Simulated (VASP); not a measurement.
# MnS (F-43m) in VASP: single point with PBEsol

Aim: the single point of MnS with PBEsol.

All numbers are computed with VASP 6.6.1; they aren't measurements. Logs are shortened: lines on timing, memory, paths and dates and some standing lists are left out, and cuts for length are marked.

### Step 1. The cell of the first run

It takes space group F-43m (No. 216, cubic). The conventional cell has a = 4.947 Å, b = 4.947 Å, c = 4.947 Å, α = 90.00°, β = 90.00°, γ = 90.00°. Within 2.8 Å of Mn (site symmetry -43m) lie 4 S at 2.14 Å. S (site symmetry -43m) has 4 Mn at 2.14 Å within 2.8 Å.

### Step 2. Single point, PBEsol, collinear spin, ferromagnetic start

Input file INCAR:

```
SYSTEM = MnS
  PREC = Accurate
  ENCUT = 520
  EDIFF = 1E-7
  ISMEAR = -1
  SIGMA = 0.05
  LREAL = .False.
  LASPH = .True.
  NELM = 150
  ALGO = Normal
  ISIF = 2
  LWAVE = .False.
  LCHARG = .False.
  ISPIN = 2
  MAGMOM = 5.5 0
  LORBIT = 11
  LMAXMIX = 4
  GGA = PS
  NBANDS = 20
```

Input file KPOINTS:

```
regular mesh
0
Gamma
  9 9 9
  0 0 0
```

Input file POSCAR:

```
MnS
1.0
    0.0000000000      2.4734634191      2.4734634191
    2.4734634191      0.0000000000      2.4734634191
    2.4734634191      2.4734634191      0.0000000000
Mn S
1 1
Direct
    0.0000000000      0.0000000000      0.0000000000
    0.7500000000      0.7500000000      0.7500000000
```

Potentials or basis: VASP PAW PBE potentials, release 64 (Mn_pv, S).

The run is started by

```console
> cat potpaw_PBE.64/Mn_pv/POTCAR potpaw_PBE.64/S/POTCAR > POTCAR
> mpirun -np 1 vasp_std > vasp.out
```

OUTCAR:

```text
SYSTEM = MnS
   PREC = Accurate
   ENCUT = 520
   EDIFF = 1E-7
   ISMEAR = -1
   LREAL = .False.
   LASPH = .True.
   NELM = 150
   ISIF = 2
   ISPIN = 2
   LORBIT = 11
   GGA = PS

 ion  position               nearest neighbor table
   1  0.000  0.000  0.000-   2 2.14   2 2.14   2 2.14   2 2.14
   2  0.750  0.750  0.750-   1 2.14   1 2.14   1 2.14   1 2.14

  LATTYP: Found a face centered cubic cell.
 ALAT       =     4.9469268382

  Lattice vectors:

 A1 = (   0.0000000000,   2.4734634191,   2.4734634191)
 A2 = (   2.4734634191,   0.0000000000,   2.4734634191)
 A3 = (   2.4734634191,   2.4734634191,   0.0000000000)

Analysis of symmetry for initial positions (statically):
=====================================================================
 Subroutine PRICEL returns:
 Original cell was already a primitive cell.

 Routine SETGRP: Setting up the symmetry group for a
 face centered cubic supercell.

 Subroutine GETGRP returns: Found 24 space group operations
 (whereof 24 operations were pure point group operations)
 out of a pool of 48 trial point group operations.

The static configuration has the point symmetry T_d .

Analysis of symmetry for dynamics (positions and initial velocities):
=====================================================================
 Subroutine PRICEL returns:
 Original cell was already a primitive cell.

 Routine SETGRP: Setting up the symmetry group for a
 face centered cubic supercell.

 Subroutine GETGRP returns: Found 24 space group operations
 (whereof 24 operations were pure point group operations)
 out of a pool of 48 trial point group operations.

The dynamic configuration has the point symmetry T_d .

Analysis of structural, dynamic, and magnetic symmetry:
=====================================================================
 Subroutine PRICEL returns:
 Original cell was already a primitive cell.

 Routine SETGRP: Setting up the symmetry group for a
 face centered cubic supercell.

 Subroutine GETGRP returns: Found 24 space group operations
 (whereof 24 operations were pure point group operations)
 out of a pool of 48 trial point group operations.

The overall configuration has the point symmetry T_d .

 Subroutine INISYM returns: Found 24 space group operations
 (whereof 24 operations are pure point group operations),
 and found     1 'primitive' translations

----------------------------------------------------------------------------------------

[... 115 lines left out ...]
  Thomas-Fermi vector in A             =   2.524600
   LORBIT       =     11    0 simple, 1 ext, 2 COOP (PROOUT), +10 PAW based schemes
   GGA     = PS    functional components
   LHFCALC =     F    Hartree Fock is set to
   AEXX    =    0.0000 exact exchange contribution
   IVDW    =     0    specifies the selected vdW correction
   LEPSILON=     F    determine dielectric tensor
   LRPA    =     F    only Hartree local field effects (RPA)
 spin polarized calculation
  energy-cutoff  :      520.00
  volume of cell :       30.27
 maximum number of plane-waves:       869
 NGX is ok and might be reduce to    28
   NGX = 13   NGY = 13   NGZ = 13

 number of electron      18.9999987 magnetization       0.6891522

 number of electron      18.9999987 magnetization      -0.2317447

 Free energy of the ion-electron system (eV)
  ---------------------------------------------------
  ext. energy  EPLUGINS =         0.00000000
  ---------------------------------------------------
  free energy    TOTEN  =       -14.77414643 eV

  energy without entropy =      -14.75403154  energy(sigma->0) =      -14.76408899

 E-fermi :   7.3026     XC(G=0): -11.4253

 val. band max:        7.3019615918   @ k =  -0.3333   0.3333   0.0000
 cond. band min:       7.3259651410   @ k =   0.4444   0.3333   0.0000
 fundamental gap:      0.0240035493
 Fermi energy:         7.3025547027

 spin component 1

 k-point     1 :       0.0000    0.0000    0.0000
  band No.  band energies     occupation
      1     -40.1481      1.00000
      2     -40.1481      1.00000
      3     -40.1481      1.00000
      4      -7.9674      1.00000
      5       2.6357      1.00000
      6       2.6357      1.00000
[... 541 lines left out ...]
     19      24.4689      0.00000
     20      24.4689      0.00000

 [... further k-points ...]

 spin component 2

 k-point     1 :       0.0000    0.0000    0.0000
  band No.  band energies     occupation
      1     -40.3691      1.00000
      2     -40.3691      1.00000
      3     -40.3691      1.00000
      4      -7.9768      1.00000
      5       2.5792      1.00000
      6       2.5792      1.00000
[... 541 lines left out ...]
     19      24.4400      0.00000
     20      24.4400      0.00000

 [... further k-points ...]

------------------------ aborting loop because EDIFF is reached ----------------------------------------

  FORCE on cell =-STRESS in cart. coord.  units (eV):
  Direction    XX          YY          ZZ          XY          YZ          ZX
  --------------------------------------------------------------------------------------
  -------------------------------------------------------------------------------------
  Total       -0.5305743     -0.5305743     -0.5305743     -0.0000000      0.0000000      0.0000000
  in kB      -28.0873219    -28.0873219    -28.0873219     -0.0000000      0.0000000      0.0000000
  external PRESSURE =     -28.0873219 kB  Pullay stress =       0.0000000 kB

 VOLUME and BASIS-vectors are now :
 -----------------------------------------------------------------------------
  energy-cutoff  :      520.00
  volume of cell :       30.27
      direct lattice vectors                 reciprocal lattice vectors
     0.000000000  2.473463419  2.473463419    -0.202145702  0.202145702  0.202145702
     2.473463419  0.000000000  2.473463419     0.202145702 -0.202145702  0.202145702
     2.473463419  2.473463419  0.000000000     0.202145702  0.202145702 -0.202145702

 POSITION                                       TOTAL-FORCE (eV/Angst)
 -----------------------------------------------------------------------------------
      0.00000      0.00000      0.00000        -0.000000     -0.000000     -0.000000
      3.71020      3.71020      3.71020         0.000000      0.000000      0.000000
 -----------------------------------------------------------------------------------
    total drift:                               -0.000001     -0.000001     -0.000001

  FREE ENERGIE OF THE ION-ELECTRON SYSTEM (eV)
  ---------------------------------------------------
  free  energy   TOTEN  =       -14.7741464306 eV

  energy  without entropy=      -14.7540315420  energy(sigma->0) =      -14.76408899

 total charge

# of ion       s       p       d       tot
------------------------------------------
    1        0.356   6.316   5.370  12.043
    2        1.315   2.402   0.000   3.717
--------------------------------------------------
tot          1.672   8.718   5.370  15.760

 magnetization (x)

# of ion       s       p       d       tot
------------------------------------------
    1       -0.007  -0.004  -0.214  -0.225
    2        0.001   0.005   0.000   0.006
--------------------------------------------------
tot         -0.006   0.002  -0.214  -0.219
```

OSZICAR:

```text
N       E                     dE             d eps       ncg     rms          rms(c)
DAV:   1     0.161300922135E+03    0.16130E+03   -0.10409E+04  2800   0.103E+03
DAV:   2    -0.683116634571E+01   -0.16813E+03   -0.15899E+03  2904   0.298E+02
DAV:   3    -0.148351800343E+02   -0.80040E+01   -0.78967E+01  3268   0.705E+01
[... 15 lines left out ...]
DAV:  19    -0.147741380093E+02   -0.39965E-04   -0.42770E-05  3164   0.651E-02    0.406E-02
DAV:  20    -0.147741459050E+02   -0.78957E-05   -0.15828E-05  3564   0.281E-02    0.182E-02
DAV:  21    -0.147741456407E+02    0.26435E-06   -0.63109E-06  3084   0.171E-02    0.870E-03
DAV:  22    -0.147741463560E+02   -0.71538E-06   -0.47664E-07  3024   0.728E-03    0.516E-03
DAV:  23    -0.147741464306E+02   -0.74603E-07   -0.13425E-07  1684   0.264E-03
   1 F= -.14774146E+02 E0= -.14764089E+02  d E =-.201149E-01  mag=    -0.2328
```

Wall time 34 s (1 thread of Intel Xeon 6975P-C (Granite Rapids), shared host); peak memory 0.18 GiB.

What came out:

```yaml
Free_energy: -14.7741 eV
Pressure: -2.8 GPa
Net_moment: -0.23 μB per cell
Site_moments: Mn -0.23; S +0.01 μB
Valence_electrons_inside_the_program's_atomic_spheres: Mn 12.04; S 3.72
```

Caveat: the PAW data sets were made with another functional, which shifts forces and pressure a little; semilocal functionals often make such compounds metallic where correlation or magnetic order opens a gap, which also shifts bond lengths. With open d or f shells a metallic result of PBEsol can be an artefact of self-interaction; +U or a hybrid may open a gap.
